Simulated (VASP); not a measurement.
# Na3Cl (L12 type) (Pm-3m) in VASP: a series of runs

Na3Cl (L12 type) is run at these levels: PBEsol; tasks: single point.

Everything below comes from runs of VASP 6.6.1. Logs are shortened: lines on timing, memory, paths and dates and some standing lists are left out, and cuts for length are marked.

## Step 1: The cell of the first run

Symmetry: Pm-3m, No. 221, cubic system. Conventional cell: a = 3.820 Å, b = 3.820 Å, c = 3.820 Å, α = 90.00°, β = 90.00°, γ = 90.00°. Cl (site symmetry m-3m) has 12 Na at 2.70 Å within 3.6 Å. Na (site symmetry 4/mmm) has 4 Cl at 2.70 Å and 8 Na at 2.70 Å within 3.6 Å.

## Step 2: Single point, PBEsol (volume scaled by 0.5)

INCAR

```
SYSTEM = Na3Cl
  ALGO = Normal
  EDIFF = 1E-7
  ENCUT = 520
  GGA = PS
  ISIF = 2
  ISMEAR = -1
  LASPH = .True.
  LCHARG = .False.
  LREAL = .False.
  LWAVE = .False.
  NBANDS = 22
  NELM = 60
  PREC = Accurate
  SIGMA = 0.05
```

KPOINTS

```
k-points
0
Gamma
  8 8 8
  0 0 0
```

POSCAR

```
Na3Cl
1.0
    3.8197006739      0.0000000000      0.0000000000
    0.0000000000      3.8197006739      0.0000000000
    0.0000000000      0.0000000000      3.8197006739
Cl Na
1 3
Direct
    0.0000000000      0.0000000000      0.0000000000
    0.0000000000      0.5000000000      0.5000000000
    0.5000000000      0.0000000000      0.5000000000
    0.5000000000      0.5000000000      0.0000000000
```

Potentials or basis: VASP PAW PBE potentials, release 64 (Cl, Na_pv).

The run is started by

```
$ cat potpaw_PBE.64/Cl/POTCAR potpaw_PBE.64/Na_pv/POTCAR > POTCAR
$ mpirun -np 1 vasp_std > vasp.out
```

OUTCAR:

```text
SYSTEM = Na3Cl
   EDIFF = 1E-7
   ENCUT = 520
   GGA = PS
   ISIF = 2
   ISMEAR = -1
   LASPH = .True.
   LREAL = .False.
   NELM = 60
   PREC = Accurate

 ion  position               nearest neighbor table
   1  0.000  0.000  0.000-   2 2.70   3 2.70   4 2.70   2 2.70   3 2.70   2 2.70   4 2.70   2 2.70
                             3 2.70   4 2.70   3 2.70   4 2.70
   2  0.000  0.500  0.500-   1 2.70   3 2.70   4 2.70   1 2.70   4 2.70   1 2.70   3 2.70   1 2.70
                             3 2.70   4 2.70   4 2.70   3 2.70
   3  0.500  0.000  0.500-   1 2.70   2 2.70   4 2.70   1 2.70   4 2.70   2 2.70   4 2.70   4 2.70
                             1 2.70   2 2.70   1 2.70   2 2.70
   4  0.500  0.500  0.000-   1 2.70   2 2.70   3 2.70   2 2.70   3 2.70   1 2.70   3 2.70   3 2.70
                             1 2.70   2 2.70   2 2.70   1 2.70

  LATTYP: Found a simple cubic cell.
 ALAT       =     3.8197006739

  Lattice vectors:

 A1 = (   3.8197006739,   0.0000000000,   0.0000000000)
 A2 = (   0.0000000000,   3.8197006739,   0.0000000000)
 A3 = (   0.0000000000,   0.0000000000,   3.8197006739)

Analysis of symmetry for initial positions (statically):
=====================================================================
 Subroutine PRICEL returns:
 Original cell was already a primitive cell.

 Routine SETGRP: Setting up the symmetry group for a
 simple cubic supercell.

 Subroutine GETGRP returns: Found 48 space group operations
 (whereof 48 operations were pure point group operations)
 out of a pool of 48 trial point group operations.

The static configuration has the point symmetry O_h .

Analysis of symmetry for dynamics (positions and initial velocities):
=====================================================================
 Subroutine PRICEL returns:
 Original cell was already a primitive cell.

 Routine SETGRP: Setting up the symmetry group for a
 simple cubic supercell.

 Subroutine GETGRP returns: Found 48 space group operations
 (whereof 48 operations were pure point group operations)
 out of a pool of 48 trial point group operations.

The dynamic configuration has the point symmetry O_h .

 Subroutine INISYM returns: Found 48 space group operations
 (whereof 48 operations are pure point group operations),
 and found     1 'primitive' translations

----------------------------------------------------------------------------------------

                                     Primitive cell

[... 83 lines left out ...]
   NGXF,Y,Z  is equivalent  to a cutoff of  24.37, 24.37, 24.37 a.u.
 SYSTEM =  Na3Cl
   PREC   = accura    normal or accurate (medium, high low for compatibility)
   ISTART =      0    job   : 0-new  1-cont  2-samecut
   ICHARG =      2    charge: 1-file 2-atom 10-const
   ISPIN  =      1    spin polarized calculation?
   LNONCOLLINEAR =      F non collinear calculations
   LSORBIT =      F    spin-orbit coupling
   LASPH  =      T    aspherical Exc in radial PAW
   ENCUT  =  520.0 eV  38.22 Ry    6.18 a.u.   7.10  7.10  7.10*2*pi/ulx,y,z
   NELM   =     60;   NELMIN=  2; NELMDL= -5     # of ELM steps
   EDIFF  = 0.1E-06   stopping-criterion for ELM
   LREAL  =      F    real-space projection
   EDIFFG = 0.1E-05   stopping-criterion for IOM
   NSW    =      0    number of steps for IOM
   IBRION =     -1    ionic relax: 0-MD 1-quasi-New 2-CG
   NFREE  =      0    steps in history (QN), initial steepest desc. (CG)
   ISIF   =      2    stress and relaxation
   ISYM   =      2    0-nonsym 1-usesym 2-fastsym
   POTIM  = 0.5000    time-step for ionic-motion
   TEBEG  =    0.0;   TEEND  =   0.0 temperature during run
   PSTRESS=    0.0 pullay stress
   NELECT =      28.0000    total number of electrons
   NUPDOWN=      -1.0000    fix difference up-down
   EMIN   =  10.00;   EMAX   =-10.00  energy-range for DOS
   EFERMI =   0.00;   METHOD = LEGACY
   ISMEAR =    -1;   SIGMA  =   0.05  broadening in eV -4-tet -1-fermi 0-gaus
   EFERMI_NEDOS =   21; number of points for ismear=-14 and -15
   IALGO  =     38    algorithm
   IMIX   =      4    mixing-type and parameters
     AMIX     =   0.40;   BMIX     =  1.00
     AMIX_MAG =   1.60;   BMIX_MAG =  1.00
  volume/ion in A,a.u.               =      13.93        94.02
  Fermi-wavevector in a.u.,A,eV,Ry     =   1.301462  2.459407 23.045595  1.693803
  Thomas-Fermi vector in A             =   2.432594
   LORBIT       =      0    0 simple, 1 ext, 2 COOP (PROOUT), +10 PAW based schemes
   GGA     = PS    functional components
[... 5 lines left out ...]
 non-spin polarized calculation
  energy-cutoff  :      520.00
  volume of cell :       55.73
 maximum number of plane-waves:      1516
   NGX = 15   NGY = 15   NGZ = 15

 number of electron      28.0000007 magnetization

 Free energy of the ion-electron system (eV)
  ---------------------------------------------------
  ext. energy  EPLUGINS =         0.00000000
  ---------------------------------------------------
  free energy    TOTEN  =        -5.33914766 eV

  energy without entropy =       -5.33844787  energy(sigma->0) =       -5.33879776

 E-fermi :   7.4096     XC(G=0): -10.2434

 val. band max:        7.2612501352   @ k =   0.5000   0.5000   0.3750
 cond. band min:       7.4217292091   @ k =   0.5000   0.0000   0.0000
 fundamental gap:      0.1604790740
 Fermi energy:         7.4095517820

 k-point     1 :       0.0000    0.0000    0.0000
  band No.  band energies     occupation
      1     -18.8470      2.00000
      2     -18.8470      2.00000
      3     -18.8470      2.00000
      4     -18.5867      2.00000
      5     -18.5867      2.00000
      6     -18.5867      2.00000
[... 589 lines left out ...]
     21      16.0569      0.00000
     22      16.1717      0.00000

 [... further k-points ...]
[... 5 lines left out ...]
  --------------------------------------------------------------------------------------
  -------------------------------------------------------------------------------------
  Total       12.3076928     12.3076928     12.3076928     -0.0000000      0.0000000      0.0000000
  in kB      353.8337353    353.8337353    353.8337353     -0.0000000      0.0000000      0.0000000
  external PRESSURE =     353.8337353 kB  Pullay stress =       0.0000000 kB

 VOLUME and BASIS-vectors are now :
 -----------------------------------------------------------------------------
  energy-cutoff  :      520.00
  volume of cell :       55.73
      direct lattice vectors                 reciprocal lattice vectors
     3.819700674  0.000000000  0.000000000     0.261800619  0.000000000  0.000000000
     0.000000000  3.819700674  0.000000000     0.000000000  0.261800619  0.000000000
     0.000000000  0.000000000  3.819700674     0.000000000  0.000000000  0.261800619

 POSITION                                       TOTAL-FORCE (eV/Angst)
 -----------------------------------------------------------------------------------
      0.00000      0.00000      0.00000         0.000000      0.000000      0.000000
      0.00000      1.90985      1.90985         0.000000      0.000000      0.000000
      1.90985      0.00000      1.90985         0.000000      0.000000      0.000000
      1.90985      1.90985      0.00000         0.000000      0.000000      0.000000
 -----------------------------------------------------------------------------------
    total drift:                                0.000000      0.000000      0.000000

  FREE ENERGIE OF THE ION-ELECTRON SYSTEM (eV)
  ---------------------------------------------------
  free  energy   TOTEN  =        -5.3391476561 eV

  energy  without entropy=       -5.3384478660  energy(sigma->0) =       -5.33879776
```

OSZICAR:

```text
N       E                     dE             d eps       ncg     rms          rms(c)
DAV:   1     0.268424194852E+03    0.26842E+03   -0.14906E+04  1558   0.164E+03
DAV:   2     0.140444404593E+02   -0.25438E+03   -0.24515E+03  1564   0.430E+02
DAV:   3    -0.513594613186E+01   -0.19180E+02   -0.18963E+02  1872   0.117E+02
DAV:   4    -0.560297198375E+01   -0.46703E+00   -0.46649E+00  1784   0.182E+01
DAV:   5    -0.561276541759E+01   -0.97934E-02   -0.97926E-02  2004   0.264E+00    0.770E+00
DAV:   6    -0.544260856186E+01    0.17016E+00   -0.59880E-02  1884   0.247E+00    0.506E+00
DAV:   7    -0.533989439909E+01    0.10271E+00   -0.18526E-01  1828   0.305E+00    0.924E-01
DAV:   8    -0.534024687891E+01   -0.35248E-03   -0.19476E-02  1764   0.115E+00    0.679E-01
DAV:   9    -0.533916122955E+01    0.10856E-02   -0.22757E-03  1768   0.364E-01    0.414E-01
DAV:  10    -0.533914596682E+01    0.15263E-04   -0.14801E-04  1836   0.976E-02    0.313E-02
DAV:  11    -0.533914779735E+01   -0.18305E-05   -0.12485E-05  1830   0.306E-02    0.216E-02
DAV:  12    -0.533914763267E+01    0.16468E-06   -0.15963E-06  1776   0.897E-03    0.421E-03
DAV:  13    -0.533914765612E+01   -0.23455E-07   -0.33645E-07  1680   0.619E-03
   1 F= -.53391477E+01 E0= -.53387978E+01  d E =-.699790E-03
```

stdout:

```text
POSCAR found type information on POSCAR ClNa
 POSCAR found :  2 types and       4 ions
 scaLAPACK will be used
 -----------------------------------------------------------------------------
|                                                                             |
|                                                                             |
|     You enforced a specific xc type in the INCAR file but a different       |
|     I HOPE YOU KNOW WHAT YOU ARE DOING!                                     |
|                                                                             |
 -----------------------------------------------------------------------------

 LDA part: xc-table for (Slater+PW92), standard interpolation
 POSCAR, INCAR and KPOINTS ok, starting setup
 FFT: planning ... GRIDC
 FFT: planning ... GRID_SOFT
 FFT: planning ... GRID
 WAVECAR not read
 entering main loop
```

Wall time 16 s (1 thread of Intel Xeon Platinum 8559C (Emerald Rapids), shared host); peak memory 0.16 GiB.

What came out:

```yaml
Free_energy: -5.3391 eV
Pressure: 35.4 GPa
Band_gap_on_the_k_mesh: zero (band 14 reaches 8.21 eV, above the bottom of band 15 at 7.42 eV)
```

Caveat: the PAW data sets were made with another functional, which shifts forces and pressure a little.

## Step 3: Single point, PBEsol (volume scaled by 0.9)

INCAR

```
SYSTEM = Na3Cl
PREC     = Accurate       ! precision mode
ENCUT    = 520            ! plane-wave cutoff, eV
EDIFF    = 1E-7           ! SCF threshold, eV
ISMEAR   = -1             ! smearing method
SIGMA    = 0.05           ! smearing width, eV
LREAL    = .FALSE.        ! projectors in reciprocal space
LASPH    = .TRUE.         ! aspherical terms in the spheres
NELM     = 100            ! most SCF steps
ALGO     = Normal         ! electronic algorithm
ISIF     = 2              ! what is computed and relaxed
LWAVE    = .FALSE.        ! write WAVECAR
LCHARG   = .FALSE.        ! write CHGCAR
GGA      = PS             ! functional
NBANDS   = 22             ! bands
```

KPOINTS

```
regular mesh
0
G
  8 8 8
  0 0 0
```

POSCAR

```
Na3Cl
1.0
    4.6464382122      0.0000000000      0.0000000000
    0.0000000000      4.6464382122      0.0000000000
    0.0000000000      0.0000000000      4.6464382122
Cl Na
1 3
Direct
    0.0000000000      0.0000000000      0.0000000000
    0.0000000000      0.5000000000      0.5000000000
    0.5000000000      0.0000000000      0.5000000000
    0.5000000000      0.5000000000      0.0000000000
```

Potentials or basis: VASP PAW PBE potentials, release 64 (Cl, Na_pv).

The run is started by

```
$ cat potpaw_PBE.64/Cl/POTCAR potpaw_PBE.64/Na_pv/POTCAR > POTCAR
$ mpirun -np 1 vasp_std > vasp.out
```

It took 29 s on 1 thread of Intel Xeon Platinum 8559C (Emerald Rapids), shared host; peak memory 0.22 GiB.

It converged, with:

- Free energy: -8.6719 eV
- Pressure: 1.6 GPa
- Band gap on the k mesh: zero (band 14 reaches 3.09 eV, above the bottom of band 15 at 2.16 eV)

Levels at points of the mesh, in eV from the Fermi level:
| k point | band 12 | band 13 | band 14 | band 15 | band 16 | band 17 |
| --- | --- | --- | --- | --- | --- | --- |
| (0.00, 0.00, 0.00) | -4.87 | -4.87 | -2.69 | 2.73 | 2.73 | 4.24 |
| (0.50, 0.00, 0.00) | -4.82 | -4.82 | -0.51 | -0.28 | 3.42 | 3.59 |
| (0.50, 0.50, 0.00) | -5.42 | -4.77 | -0.70 | 1.87 | 2.11 | 2.11 |
| (0.50, 0.50, 0.50) | -5.26 | -5.26 | 0.65 | 1.35 | 1.35 | 1.35 |

Caveat: the PAW data sets were made with another functional, which shifts forces and pressure a little.
